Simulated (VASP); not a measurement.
# Pt (P6_3/mmc) in VASP: notebook, part 2 of 2

VASP 6.6.1.

## (6) Single point, PBEsol (strain +0.025 along x and y, +0.000 along z)

Contents of INCAR:

```
  PREC = Accurate
  ENCUT = 520
  EDIFF = 1E-6
  ISMEAR = 0
  SIGMA = 0.15
  LREAL = False
  LASPH = True
  NELM = 60
  ALGO = Fast
  ISIF = 2
  LWAVE = False
  LCHARG = True
  GGA = PS
  LELF = True
  LVHAR = True
  NBANDS = 17
```

Contents of KPOINTS:

```
Automatic mesh
0
Gamma
  24 24 14
```

Contents of POSCAR:

```
Pt
1.0
    2.7932988608      0.0000000000      0.0000000000
   -1.3966494304      2.4190677738      0.0000000000
    0.0000000000      0.0000000000      4.7068056308
Pt
2
Direct
    0.6666666667      0.3333333333      0.7500000000
    0.3333333333      0.6666666667      0.2500000000
```

Potentials or basis: VASP PAW PBE potentials, release 64 (Pt).

Started as:

```bash
cat potpaw_PBE.64/Pt/POTCAR > POTCAR
mpirun -np 1 vasp_std > vasp.out
```

OUTCAR:

```text
PREC = Accurate
   ENCUT = 520
   EDIFF = 1E-6
   ISMEAR = 0
   LREAL = False
   LASPH = True
   NELM = 60
   ISIF = 2
   GGA = PS

 ion  position               nearest neighbor table
   1  0.667  0.333  0.750-   2 2.85   2 2.85   2 2.85   2 2.85   2 2.85   2 2.85
   2  0.333  0.667  0.250-   1 2.85   1 2.85   1 2.85   1 2.85   1 2.85   1 2.85

  LATTYP: Found a hexagonal cell.
 ALAT       =     2.7932988608
 C/A-ratio  =     1.6850347440

  Lattice vectors:

 A1 = (   2.7932988608,   0.0000000000,   0.0000000000)
 A2 = (  -1.3966494304,   2.4190677738,   0.0000000000)
 A3 = (   0.0000000000,   0.0000000000,   4.7068056308)

Analysis of symmetry for initial positions (statically):
=====================================================================
 Subroutine PRICEL returns:
 Original cell was already a primitive cell.

 Routine SETGRP: Setting up the symmetry group for a
 hexagonal supercell.

 Subroutine GETGRP returns: Found 24 space group operations
 (whereof 12 operations were pure point group operations)
 out of a pool of 24 trial point group operations.

The static configuration has the point symmetry D_3d.
 The point group associated with its full space group is D_6h.

Analysis of symmetry for dynamics (positions and initial velocities):
=====================================================================
 Subroutine PRICEL returns:
 Original cell was already a primitive cell.

 Routine SETGRP: Setting up the symmetry group for a
 hexagonal supercell.

 Subroutine GETGRP returns: Found 24 space group operations
 (whereof 12 operations were pure point group operations)
 out of a pool of 24 trial point group operations.

The dynamic configuration has the point symmetry D_3d.
 The point group associated with its full space group is D_6h.

 Subroutine INISYM returns: Found 24 space group operations
 (whereof 12 operations are pure point group operations),
 and found     1 'primitive' translations

----------------------------------------------------------------------------------------

                                     Primitive cell

  volume of cell :      31.8047

  direct lattice vectors                    reciprocal lattice vectors
     2.793298861  0.000000000  0.000000000     0.357999645  0.206691191  0.000000000
    -1.396649430  2.419067774  0.000000000     0.000000000  0.413382383  0.000000000
     0.000000000  0.000000000  4.706805631     0.000000000  0.000000000  0.212458316

  length of vectors
     2.793298861  2.793298861  4.706805631     0.413382383  0.413382383  0.212458316

  position of ions in fractional coordinates (direct lattice)
     0.666666667  0.333333333  0.750000000
     0.333333333  0.666666667  0.250000000

  ion indices of the primitive-cell ions
   primitive index   ion index
                 1           1
                 2           2

----------------------------------------------------------------------------------------

 KPOINTS: Automatic mesh

Automatic generation of k-mesh.
 Grid dimensions read from file:
 generate k-points for:   24   24   14

 Generating k-lattice:

  Cartesian coordinates                     Fractional coordinates (reciprocal lattice)
     0.014916652  0.008612133  0.000000000     0.041666667  0.000000000  0.000000000
     0.000000000  0.017224266  0.000000000     0.000000000  0.041666667  0.000000000
     0.000000000  0.000000000  0.015175594     0.000000000  0.000000000  0.071428571

  Length of vectors
     0.017224266  0.017224266  0.015175594

  Shift w.r.t. Gamma in fractional coordinates (k-lattice)
     0.000000000  0.000000000  0.000000000

 Subroutine IBZKPT returns following result:
 ===========================================

 Found    488 irreducible k-points:

 Following reciprocal coordinates:
            Coordinates               Weight
  0.000000  0.000000  0.000000      1.000000
  0.041667 -0.000000  0.000000      6.000000
  0.083333  0.000000  0.000000      6.000000
  0.125000  0.000000  0.000000      6.000000
  0.166667  0.000000  0.000000      6.000000
  0.208333  0.000000  0.000000      6.000000
[... 16 lines left out ...]
  0.416667  0.041667  0.000000     12.000000
  0.458333  0.041667  0.000000     12.000000
 [... further k-points ...]
   k-points           NKPTS =    488   k-points in BZ     NKDIM =    488   number of bands    NBANDS=     17
   number of dos      NEDOS =    301   number of ions     NIONS =      2
   total plane-waves  NPLWV =  20736
   dimension x,y,z NGX =    24 NGY =   24 NGZ =   36
   dimension x,y,z NGXF=    48 NGYF=   48 NGZF=   72
   ions per type =               2
   NGX,Y,Z   is equivalent  to a cutoff of  14.28, 14.28, 12.72 a.u.
   NGXF,Y,Z  is equivalent  to a cutoff of  28.57, 28.57, 25.43 a.u.
 SYSTEM =  unknown system
   PREC   = accura    normal or accurate (medium, high low for compatibility)
   ISTART =      0    job   : 0-new  1-cont  2-samecut
   ICHARG =      2    charge: 1-file 2-atom 10-const
   ISPIN  =      1    spin polarized calculation?
   LNONCOLLINEAR =      F non collinear calculations
   LSORBIT =      F    spin-orbit coupling
   LASPH  =      T    aspherical Exc in radial PAW
   ENCUT  =  520.0 eV  38.22 Ry    6.18 a.u.   5.19  5.19  8.75*2*pi/ulx,y,z
   NELM   =     60;   NELMIN=  2; NELMDL= -5     # of ELM steps
   EDIFF  = 0.1E-05   stopping-criterion for ELM
   LREAL  =      F    real-space projection
   EDIFFG = 0.1E-04   stopping-criterion for IOM
   NSW    =      0    number of steps for IOM
   IBRION =     -1    ionic relax: 0-MD 1-quasi-New 2-CG
   NFREE  =      0    steps in history (QN), initial steepest desc. (CG)
   ISIF   =      2    stress and relaxation
   ISYM   =      2    0-nonsym 1-usesym 2-fastsym
   POTIM  = 0.5000    time-step for ionic-motion
   TEBEG  =    0.0;   TEEND  =   0.0 temperature during run
   PSTRESS=    0.0 pullay stress
   NELECT =      20.0000    total number of electrons
   NUPDOWN=      -1.0000    fix difference up-down
   EMIN   =  10.00;   EMAX   =-10.00  energy-range for DOS
   EFERMI =   0.00;   METHOD = LEGACY
   ISMEAR =     0;   SIGMA  =   0.15  broadening in eV -4-tet -1-fermi 0-gaus
   EFERMI_NEDOS =   21; number of points for ismear=-14 and -15
   IALGO  =     68    algorithm
   IMIX   =      4    mixing-type and parameters
     AMIX     =   0.40;   BMIX     =  1.00
     AMIX_MAG =   1.60;   BMIX_MAG =  1.00
  volume/ion in A,a.u.               =      15.90       107.31
  Fermi-wavevector in a.u.,A,eV,Ry     =   1.402558  2.650451 26.764970  1.967170
  Thomas-Fermi vector in A             =   2.525308
   LORBIT       =      0    0 simple, 1 ext, 2 COOP (PROOUT), +10 PAW based schemes
   GGA     = PS    functional components
   LHFCALC =     F    Hartree Fock is set to
   AEXX    =    0.0000 exact exchange contribution
   IVDW    =     0    specifies the selected vdW correction
   LEPSILON=     F    determine dielectric tensor
   LRPA    =     F    only Hartree local field effects (RPA)
 non-spin polarized calculation
 RMM-DIIS sequential band-by-band and
 Gauss-broadening in eV      SIGMA  =   0.15
  energy-cutoff  :      520.00
  volume of cell :       31.80
 maximum number of plane-waves:       881
 NGX is ok and might be reduce to    24
   NGX = 11   NGY = 11   NGZ = 17

 number of electron      20.0000002 magnetization

 Free energy of the ion-electron system (eV)
  ---------------------------------------------------
  ext. energy  EPLUGINS =         0.00000000
  ---------------------------------------------------
  free energy    TOTEN  =       -13.74949348 eV

  energy without entropy =      -13.70081115  energy(sigma->0) =      -13.72515231

 E-fermi :  10.0881     XC(G=0): -13.3139

 val. band max:       10.0877121153   @ k =   0.0833   0.0000   0.2857
 cond. band min:      10.0890034219   @ k =   0.3750   0.0833   0.1429
 fundamental gap:      0.0012913066
 Fermi energy:        10.0881277941

 k-point     1 :       0.0000    0.0000    0.0000
  band No.  band energies     occupation
      1       0.3924      2.00000
      2       3.1680      2.00000
      3       6.3859      2.00000
      4       6.7180      2.00000
      5       6.7180      2.00000
      6       7.1268      2.00000
[... 9 lines left out ...]
     16      27.4077      0.00000
     17      30.5772      0.00000
[... 441 lines left out ...]
 k-point    24 :       0.4583    0.0417    0.0000
  band No.  band energies     occupation
      1       3.8348      2.00000
      2       3.8842      2.00000
      3       4.4813      2.00000
      4       6.7918      2.00000
      5       6.8777      2.00000
      6       7.2050      2.00000
[... 9 lines left out ...]
     16      21.6675      0.00000
     17      23.5326      0.00000

 [... further k-points ...]

------------------------ aborting loop because EDIFF is reached ----------------------------------------

  FORCE on cell =-STRESS in cart. coord.  units (eV):
  Direction    XX          YY          ZZ          XY          YZ          ZX
  --------------------------------------------------------------------------------------
  -------------------------------------------------------------------------------------
  Total       -2.8124129     -2.8124129     -1.9789078      0.0000000     -0.0000000      0.0000000
  in kB     -141.6765468   -141.6765468    -99.6883580      0.0000000     -0.0000000      0.0000000
  external PRESSURE =    -127.6804839 kB  Pullay stress =       0.0000000 kB

 VOLUME and BASIS-vectors are now :
 -----------------------------------------------------------------------------
  energy-cutoff  :      520.00
  volume of cell :       31.80
      direct lattice vectors                 reciprocal lattice vectors
     2.793298861  0.000000000  0.000000000     0.357999645  0.206691191  0.000000000
    -1.396649430  2.419067774  0.000000000     0.000000000  0.413382383  0.000000000
     0.000000000  0.000000000  4.706805631     0.000000000  0.000000000  0.212458316

 POSITION                                       TOTAL-FORCE (eV/Angst)
 -----------------------------------------------------------------------------------
      1.39665      0.80636      3.53010        -0.000000      0.000000      0.000000
     -0.00000      1.61271      1.17670         0.000000     -0.000000      0.000000
 -----------------------------------------------------------------------------------
    total drift:                               -0.000000      0.000000     -0.000000

  FREE ENERGIE OF THE ION-ELECTRON SYSTEM (eV)
  ---------------------------------------------------
  free  energy   TOTEN  =       -13.7494934818 eV

  energy  without entropy=      -13.7008111463  energy(sigma->0) =      -13.72515231
```

stdout:

```text
POSCAR found type information on POSCAR Pt
 POSCAR found :  1 types and       2 ions
 scaLAPACK will be used
 -----------------------------------------------------------------------------
|                                                                             |
|                                                                             |
|     You enforced a specific xc type in the INCAR file but a different       |
|     I HOPE YOU KNOW WHAT YOU ARE DOING!                                     |
|                                                                             |
 -----------------------------------------------------------------------------

 LDA part: xc-table for (Slater+PW92), standard interpolation
 POSCAR, INCAR and KPOINTS ok, starting setup
 FFT: planning ... GRIDC
 FFT: planning ... GRID_SOFT
 FFT: planning ... GRID
 WAVECAR not read
 entering main loop
```

It took 3.2 min on 1 thread of Intel Xeon 8259CL, shared host; peak memory 0.33 GiB.

What came out:

| Property | Result |
| --- | --- |
| Free energy | -13.7495 eV |
| Pressure | -12.8 GPa |
| Band gap on the k mesh | zero (bands 10 and 11 overlap by 1.21 eV) |

Stress tensor (GPa, compression positive):
```
-14.17   0.00   0.00
  0.00 -14.17   0.00
  0.00   0.00  -9.97
```

Caveat: the cell differs from its parent crystal (strain +0.025 along x and y, +0.000 along z); the cell stands under tension; the PAW data sets were made with another functional, which shifts forces and pressure a little; spin-orbit coupling is left out, which moves the levels of the heavy elements.

## (7) Overview

| cell | gap on the mesh (eV) | pressure (GPa) |
| --- | --- | --- |
| a = 2.861, b = 2.861, c = 4.824 Å, angles 90.0, 90.0, 120.0°, 2 atoms | none | -25.2 |
| a = 2.861, b = 2.861, c = 4.942 Å, angles 90.0, 90.0, 120.0°, 2 atoms | none | -27.9 |
| a = 2.725, b = 2.725, c = 4.942 Å, angles 90.0, 90.0, 120.0°, 2 atoms | none | -10.6 |
| a = 2.861, b = 2.861, c = 4.471 Å, angles 90.0, 90.0, 120.0°, 2 atoms | none | -11.0 |
| a = 2.793, b = 2.793, c = 4.707 Å, angles 90.0, 90.0, 120.0°, 2 atoms | none | -12.8 |

Alike in all rows: task single point; level PBEsol; potentials or basis VASP PAW PBE potentials, release 64 (Pt); no spin polarisation; k mesh 24 × 24 × 14; cutoff (eV) 520; smearing gaussian 0.15 eV.

Caveats: the cell stands under tension; the PAW data sets were made with another functional, which shifts forces and pressure a little; spin-orbit coupling is left out, which moves the levels of the heavy elements.

Absolute energies hang on the potentials; compare differences alone.
